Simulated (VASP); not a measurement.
# AlRu (Pm-3m) in VASP: a series of runs

AlRu is run at these levels: PBE; tasks: single point.

Program: VASP 6.6.1. These are calculated values, not measurements. Logs are shortened: lines on timing, memory, paths and dates and some standing lists are left out, and cuts for length are marked.

**1. The cell of the first run**

Symmetry: Pm-3m, No. 221, cubic system. The conventional cell has a = 2.992 Å, b = 2.992 Å, c = 2.992 Å, α = 90.00°, β = 90.00°, γ = 90.00°. Within 3.4 Å of Al (site symmetry m-3m) lie 8 Ru at 2.59 Å and 6 Al at 2.99 Å. Ru (site symmetry m-3m) has 8 Al at 2.59 Å and 6 Ru at 2.99 Å within 3.4 Å.

**2. Single point, PBE**

File INCAR:

```
PREC = Accurate ; ENCUT = 520
EDIFF = 1E-7 ; ISMEAR = -1
SIGMA = 0.08 ; LREAL = False
LASPH = True ; NELM = 80
ALGO = Normal ; ISIF = 2
LWAVE = False ; LCHARG = False
GGA = PE ; NBANDS = 16
```

File KPOINTS:

```
Automatic mesh
0
Gamma
  4 4 4
```

File POSCAR:

```
AlRu
1.0
    2.9916000000      0.0000000000      0.0000000000
    0.0000000000      2.9916000000      0.0000000000
    0.0000000000      0.0000000000      2.9916000000
Al Ru
1 1
Direct
    0.0000000000      0.0000000000      0.0000000000
    0.5000000000      0.5000000000      0.5000000000
```

Potentials or basis: VASP PAW PBE potentials, release 64 (Al, Ru_pv).

Launch:

```sh
$ cat potpaw_PBE.64/Al/POTCAR potpaw_PBE.64/Ru_pv/POTCAR > POTCAR
$ mpirun -np 1 vasp_std > vasp.out
```

OUTCAR:

```text
PREC = Accurate
   ENCUT = 520
   EDIFF = 1E-7
   ISMEAR = -1
   LREAL = False
   LASPH = True
   NELM = 80
   ISIF = 2
   GGA = PE

 ion  position               nearest neighbor table
   1  0.000  0.000  0.000-   2 2.59   2 2.59   2 2.59   2 2.59   2 2.59   2 2.59   2 2.59   2 2.59

   2  0.500  0.500  0.500-   1 2.59   1 2.59   1 2.59   1 2.59   1 2.59   1 2.59   1 2.59   1 2.59

  LATTYP: Found a simple cubic cell.
 ALAT       =     2.9916000000

  Lattice vectors:

 A1 = (   2.9916000000,   0.0000000000,   0.0000000000)
 A2 = (   0.0000000000,   2.9916000000,   0.0000000000)
 A3 = (   0.0000000000,   0.0000000000,   2.9916000000)

Analysis of symmetry for initial positions (statically):
=====================================================================
 Subroutine PRICEL returns:
 Original cell was already a primitive cell.

 Routine SETGRP: Setting up the symmetry group for a
 simple cubic supercell.

 Subroutine GETGRP returns: Found 48 space group operations
 (whereof 48 operations were pure point group operations)
 out of a pool of 48 trial point group operations.

The static configuration has the point symmetry O_h .

Analysis of symmetry for dynamics (positions and initial velocities):
=====================================================================
 Subroutine PRICEL returns:
 Original cell was already a primitive cell.

 Routine SETGRP: Setting up the symmetry group for a
 simple cubic supercell.

 Subroutine GETGRP returns: Found 48 space group operations
 (whereof 48 operations were pure point group operations)
 out of a pool of 48 trial point group operations.

The dynamic configuration has the point symmetry O_h .

 Subroutine INISYM returns: Found 48 space group operations
 (whereof 48 operations are pure point group operations),
 and found     1 'primitive' translations

----------------------------------------------------------------------------------------

                                     Primitive cell

  volume of cell :      26.7738

  direct lattice vectors                    reciprocal lattice vectors
     2.991600000  0.000000000  0.000000000     0.334269287  0.000000000  0.000000000
     0.000000000  2.991600000  0.000000000     0.000000000  0.334269287  0.000000000
     0.000000000  0.000000000  2.991600000     0.000000000  0.000000000  0.334269287

  length of vectors
     2.991600000  2.991600000  2.991600000     0.334269287  0.334269287  0.334269287

  position of ions in fractional coordinates (direct lattice)
     0.000000000  0.000000000  0.000000000
     0.500000000  0.500000000  0.500000000

  ion indices of the primitive-cell ions
   primitive index   ion index
                 1           1
                 2           2

----------------------------------------------------------------------------------------

 KPOINTS: Automatic mesh

Automatic generation of k-mesh.
 Grid dimensions read from file:
 generate k-points for:    4    4    4

 Generating k-lattice:

  Cartesian coordinates                     Fractional coordinates (reciprocal lattice)
     0.083567322  0.000000000  0.000000000     0.250000000  0.000000000  0.000000000
     0.000000000  0.083567322  0.000000000     0.000000000  0.250000000  0.000000000
     0.000000000  0.000000000  0.083567322     0.000000000  0.000000000  0.250000000

  Length of vectors
     0.083567322  0.083567322  0.083567322

  Shift w.r.t. Gamma in fractional coordinates (k-lattice)
     0.000000000  0.000000000  0.000000000

 Subroutine IBZKPT returns following result:
 ===========================================

 Found     10 irreducible k-points:

 Following reciprocal coordinates:
            Coordinates               Weight
  0.000000  0.000000  0.000000      1.000000
  0.250000  0.000000  0.000000      6.000000
  0.500000  0.000000  0.000000      3.000000
  0.250000  0.250000  0.000000     12.000000
  0.500000  0.250000  0.000000     12.000000
  0.500000  0.500000  0.000000      3.000000
  0.250000  0.250000  0.250000      8.000000
  0.500000  0.250000  0.250000     12.000000
  0.500000  0.500000  0.250000      6.000000
  0.500000  0.500000  0.500000      1.000000
   k-points           NKPTS =     10   k-points in BZ     NKDIM =     10   number of bands    NBANDS=     16
   number of dos      NEDOS =    301   number of ions     NIONS =      2
   total plane-waves  NPLWV =  13824
   dimension x,y,z NGX =    24 NGY =   24 NGZ =   24
   dimension x,y,z NGXF=    48 NGYF=   48 NGZF=   48
   ions per type =               1   1
   NGX,Y,Z   is equivalent  to a cutoff of  13.34, 13.34, 13.34 a.u.
   NGXF,Y,Z  is equivalent  to a cutoff of  26.67, 26.67, 26.67 a.u.
 SYSTEM =  unknown system
   PREC   = accura    normal or accurate (medium, high low for compatibility)
   ISTART =      0    job   : 0-new  1-cont  2-samecut
   ICHARG =      2    charge: 1-file 2-atom 10-const
   ISPIN  =      1    spin polarized calculation?
   LNONCOLLINEAR =      F non collinear calculations
   LSORBIT =      F    spin-orbit coupling
   LASPH  =      T    aspherical Exc in radial PAW
   ENCUT  =  520.0 eV  38.22 Ry    6.18 a.u.   5.56  5.56  5.56*2*pi/ulx,y,z
   NELM   =     80;   NELMIN=  2; NELMDL= -5     # of ELM steps
   EDIFF  = 0.1E-06   stopping-criterion for ELM
   LREAL  =      F    real-space projection
   EDIFFG = 0.1E-05   stopping-criterion for IOM
   NSW    =      0    number of steps for IOM
   IBRION =     -1    ionic relax: 0-MD 1-quasi-New 2-CG
   NFREE  =      0    steps in history (QN), initial steepest desc. (CG)
   ISIF   =      2    stress and relaxation
   ISYM   =      2    0-nonsym 1-usesym 2-fastsym
   POTIM  = 0.5000    time-step for ionic-motion
   TEBEG  =    0.0;   TEEND  =   0.0 temperature during run
   PSTRESS=    0.0 pullay stress
   NELECT =      17.0000    total number of electrons
   NUPDOWN=      -1.0000    fix difference up-down
   EMIN   =  10.00;   EMAX   =-10.00  energy-range for DOS
   EFERMI =   0.00;   METHOD = LEGACY
   ISMEAR =    -1;   SIGMA  =   0.08  broadening in eV -4-tet -1-fermi 0-gaus
   EFERMI_NEDOS =   21; number of points for ismear=-14 and -15
   IALGO  =     38    algorithm
   IMIX   =      4    mixing-type and parameters
     AMIX     =   0.40;   BMIX     =  1.00
     AMIX_MAG =   1.60;   BMIX_MAG =  1.00
  volume/ion in A,a.u.               =      13.39        90.34
  Fermi-wavevector in a.u.,A,eV,Ry     =   1.407087  2.659009 26.938090  1.979894
  Thomas-Fermi vector in A             =   2.529382
   LORBIT       =      0    0 simple, 1 ext, 2 COOP (PROOUT), +10 PAW based schemes
   GGA     = PE    functional components
   LHFCALC =     F    Hartree Fock is set to
   AEXX    =    0.0000 exact exchange contribution
   IVDW    =     0    specifies the selected vdW correction
   LEPSILON=     F    determine dielectric tensor
   LRPA    =     F    only Hartree local field effects (RPA)
 non-spin polarized calculation
  energy-cutoff  :      520.00
  volume of cell :       26.77
 maximum number of plane-waves:       739
 NGX is ok and might be reduce to    24
   NGX = 11   NGY = 11   NGZ = 11

 number of electron      16.9999995 magnetization

 Free energy of the ion-electron system (eV)
  ---------------------------------------------------
  ext. energy  EPLUGINS =         0.00000000
  ---------------------------------------------------
  free energy    TOTEN  =       -14.52657135 eV

  energy without entropy =      -14.50780504  energy(sigma->0) =      -14.51718820

 E-fermi :  11.1044     XC(G=0): -12.5614

 val. band max:       11.0735604495   @ k =   0.2500   0.0000   0.0000
 cond. band min:      11.2030819467   @ k =   0.5000   0.0000   0.0000
 fundamental gap:      0.1295214973
 Fermi energy:        11.1043946672

 k-point     1 :       0.0000    0.0000    0.0000
  band No.  band energies     occupation
      1     -30.9820      2.00000
      2     -30.9820      2.00000
      3     -30.9820      2.00000
      4       1.0380      2.00000
      5       7.1848      2.00000
      6       7.1848      2.00000
[... 8 lines left out ...]
     15      22.9349      0.00000
     16      25.8231      0.00000

 k-point     2 :       0.2500    0.0000    0.0000
  band No.  band energies     occupation
      1     -31.0876      2.00000
      2     -30.9730      2.00000
      3     -30.9730      2.00000
      4       2.1901      2.00000
      5       7.2636      2.00000
      6       7.5578      2.00000
[... 8 lines left out ...]
     15      23.5143      0.00000
     16      27.1922      0.00000

 k-point     3 :       0.5000    0.0000    0.0000
  band No.  band energies     occupation
      1     -31.1917      2.00000
      2     -30.9641      2.00000
      3     -30.9641      2.00000
      4       4.8878      2.00000
      5       5.2224      2.00000
      6       7.9923      2.00000
[... 8 lines left out ...]
     15      23.4530      0.00000
     16      23.4530      0.00000

 k-point     4 :       0.2500    0.2500    0.0000
  band No.  band energies     occupation
      1     -31.0789      2.00000
      2     -31.0740      2.00000
      3     -30.9640      2.00000
      4       3.1933      2.00000
      5       7.3275      2.00000
      6       8.0182      2.00000
[... 8 lines left out ...]
     15      24.4897      0.00000
     16      26.1822      0.00000

 k-point     5 :       0.5000    0.2500    0.0000
  band No.  band energies     occupation
      1     -31.1784      2.00000
      2     -31.0653      2.00000
      3     -30.9550      2.00000
      4       4.9855      2.00000
      5       6.0751      2.00000
      6       8.5950      2.00000
[... 8 lines left out ...]
     15      22.9365      0.00000
     16      24.4165      0.00000

 k-point     6 :       0.5000    0.5000    0.0000
  band No.  band energies     occupation
      1     -31.1650      2.00000
      2     -31.1650      2.00000
      3     -30.9458      2.00000
      4       4.6895      2.00000
      5       7.6878      2.00000
      6       9.3465      2.00000
[... 8 lines left out ...]
     15      25.1947      0.00000
     16      25.1947      0.00000

 k-point     7 :       0.2500    0.2500    0.2500
  band No.  band energies     occupation
      1     -31.0696      2.00000
      2     -31.0637      2.00000
      3     -31.0637      2.00000
      4       4.0202      2.00000
      5       7.7994      2.00000
      6       7.7994      2.00000
[... 8 lines left out ...]
     15      23.0322      0.00000
     16      23.0322      0.00000

 k-point     8 :       0.5000    0.2500    0.2500
  band No.  band energies     occupation
      1     -31.1660      2.00000
      2     -31.0564      2.00000
      3     -31.0535      2.00000
      4       5.2556      2.00000
      5       6.8371      2.00000
      6       7.3594      2.00000
[... 8 lines left out ...]
     15      22.9368      0.00000
     16      23.9428      0.00000

 k-point     9 :       0.5000    0.5000    0.2500
  band No.  band energies     occupation
      1     -31.1535      2.00000
      2     -31.1535      2.00000
      3     -31.0446      2.00000
      4       5.2990      2.00000
      5       7.0287      2.00000
      6       7.0287      2.00000
[... 8 lines left out ...]
     15      21.9417      0.00000
     16      22.9355      0.00000

 k-point    10 :       0.5000    0.5000    0.5000
  band No.  band energies     occupation
      1     -31.1421      2.00000
      2     -31.1421      2.00000
      3     -31.1421      2.00000
      4       6.1064      2.00000
      5       6.1064      2.00000
      6       6.1064      2.00000
[... 8 lines left out ...]
     15      19.2744      0.00000
     16      22.6474      0.00000

------------------------ aborting loop because EDIFF is reached ----------------------------------------

  FORCE on cell =-STRESS in cart. coord.  units (eV):
  Direction    XX          YY          ZZ          XY          YZ          ZX
  --------------------------------------------------------------------------------------
  -------------------------------------------------------------------------------------
  Total        0.0523735      0.0523735      0.0523735      0.0000000     -0.0000000      0.0000000
  in kB        3.1340895      3.1340895      3.1340895      0.0000000     -0.0000000      0.0000000
  external PRESSURE =       3.1340895 kB  Pullay stress =       0.0000000 kB

 VOLUME and BASIS-vectors are now :
 -----------------------------------------------------------------------------
  energy-cutoff  :      520.00
  volume of cell :       26.77
      direct lattice vectors                 reciprocal lattice vectors
     2.991600000  0.000000000  0.000000000     0.334269287  0.000000000  0.000000000
     0.000000000  2.991600000  0.000000000     0.000000000  0.334269287  0.000000000
     0.000000000  0.000000000  2.991600000     0.000000000  0.000000000  0.334269287

 POSITION                                       TOTAL-FORCE (eV/Angst)
 -----------------------------------------------------------------------------------
      0.00000      0.00000      0.00000         0.000000      0.000000      0.000000
      1.49580      1.49580      1.49580         0.000000      0.000000      0.000000
 -----------------------------------------------------------------------------------
    total drift:                                0.000000     -0.000000     -0.000000

  FREE ENERGIE OF THE ION-ELECTRON SYSTEM (eV)
  ---------------------------------------------------
  free  energy   TOTEN  =       -14.5265713547 eV

  energy  without entropy=      -14.5078050410  energy(sigma->0) =      -14.51718820
```

Run time: 8.5 s. Hardware: 1 thread of AMD EPYC 7R32 (Zen 2), shared host; peak memory 0.1 GiB.

Results:

- Free energy: -14.5266 eV
- Pressure: 0.3 GPa
- Band gap on the k mesh: zero (an odd number of electrons rules out a gap without spin polarisation)

Levels at points of the mesh, in eV from the Fermi level:
| k point | band 5 | band 6 | band 7 | band 8 | band 9 | band 10 | band 11 | band 12 | band 13 | band 14 |
| --- | --- | --- | --- | --- | --- | --- | --- | --- | --- | --- |
| (0.00, 0.00, 0.00) | -3.92 | -3.92 | -0.16 | -0.16 | -0.16 | 5.69 | 5.69 | 5.69 | 10.59 | 10.59 |
| (0.50, 0.00, 0.00) | -5.88 | -3.11 | -1.95 | -1.95 | 0.10 | 1.95 | 7.05 | 10.65 | 10.65 | 11.83 |
| (0.50, 0.50, 0.00) | -3.42 | -1.76 | -1.76 | -1.51 | -1.51 | 1.20 | 4.96 | 5.87 | 10.19 | 11.83 |
| (0.50, 0.50, 0.50) | -5.00 | -5.00 | 1.30 | 1.30 | 2.17 | 3.75 | 3.75 | 3.75 | 8.17 | 8.17 |

Caveat: the k points lie up to 0.53 Å⁻¹ apart, too coarse for converged energies and pressures of a metal.

**3. Single point, PBE**

File INCAR:

```
PREC = Accurate ; ENCUT = 520
EDIFF = 1E-7 ; ISMEAR = -1
SIGMA = 0.08 ; LREAL = F
LASPH = T ; NELM = 100
ALGO = Normal ; ISIF = 2
LWAVE = F ; LCHARG = F
GGA = PE ; NBANDS = 16
```

File KPOINTS:

```
regular mesh
0
Gamma
  7 7 7
```

POSCAR is that of step 2.

Potentials or basis: VASP PAW PBE potentials, release 64 (Al, Ru_pv).

Launch:

```sh
$ cat potpaw_PBE.64/Al/POTCAR potpaw_PBE.64/Ru_pv/POTCAR > POTCAR
$ mpirun -np 1 vasp_std > vasp.out
```

Wall time 15 s (1 thread of AMD EPYC 7R32 (Zen 2), shared host); peak memory 0.11 GiB.

The run converged. Its results:

```
Free energy            : -14.2855 eV
Pressure               : 2.6 GPa
Band gap on the k mesh : zero (an odd number of electrons rules out a gap without spin polarisation)
```

Levels at points of the mesh, in eV from the Fermi level:
```csv
k point,band 7,band 8,band 9,band 10,band 11,band 12
"(0.00, 0.00, 0.00)",0.15,0.15,0.15,6.04,6.04,6.04
```

**4. Single point, PBE**

File INCAR:

```
SYSTEM = AlRu
  PREC = Accurate
  ENCUT = 520
  EDIFF = 1E-7
  ISMEAR = -1
  SIGMA = 0.08
  LREAL = .False.
  LASPH = .True.
  NELM = 80
  ALGO = Normal
  ISIF = 2
  LWAVE = .False.
  LCHARG = .True.
  GGA = PE
  LELF = .True.
  LVHAR = .True.
  NBANDS = 16
```

File KPOINTS:

```
Automatic mesh
0
Gamma
  10 10 10
  0 0 0
```

POSCAR is that of step 3.

Launch:

```sh
$ cat potpaw_PBE.64/Al/POTCAR potpaw_PBE.64/Ru_pv/POTCAR > POTCAR
$ mpirun -np 1 vasp_std > vasp.out
```

It took 31 s on 1 thread of AMD EPYC 7R32 (Zen 2), shared host; peak memory 0.12 GiB.

The run converged. Its results:

```
Free energy            : -14.2770 eV
Pressure               : 2.6 GPa
Band gap on the k mesh : zero (an odd number of electrons rules out a gap without spin polarisation)
```

Levels at points of the mesh, in eV from the Fermi level:
```csv
k point,band 5,band 6,band 7,band 8,band 9,band 10,band 11,band 12,band 13,band 14
"(0.00, 0.00, 0.00)",-3.60,-3.60,0.15,0.15,0.15,6.06,6.06,6.06,10.95,10.95
"(0.50, 0.00, 0.00)",-5.51,-2.80,-1.63,-1.63,0.40,2.26,7.42,11.01,11.01,12.09
"(0.50, 0.50, 0.00)",-3.09,-1.39,-1.39,-1.19,-1.19,1.50,5.29,6.21,10.57,12.09
"(0.50, 0.50, 0.50)",-4.66,-4.66,1.60,1.60,2.55,4.11,4.11,4.11,8.51,8.51
```

**5. Overview**

```csv
k mesh,gap on the mesh (eV),pressure (GPa)
4 × 4 × 4,none,0.3
7 × 7 × 7,none,2.6
10 × 10 × 10,none,2.6
```

Alike in all rows: task single point; level PBE; potentials or basis VASP PAW PBE potentials, release 64 (Al, Ru_pv); no spin polarisation; cell as given; cutoff (eV) 520; smearing fermi-dirac 0.08 eV.

Caveats: some runs use coarse meshes.

Absolute energies hang on the potentials; compare differences alone.

The gap in the log of VASP goes by the Fermi energy; the results here count the filled bands.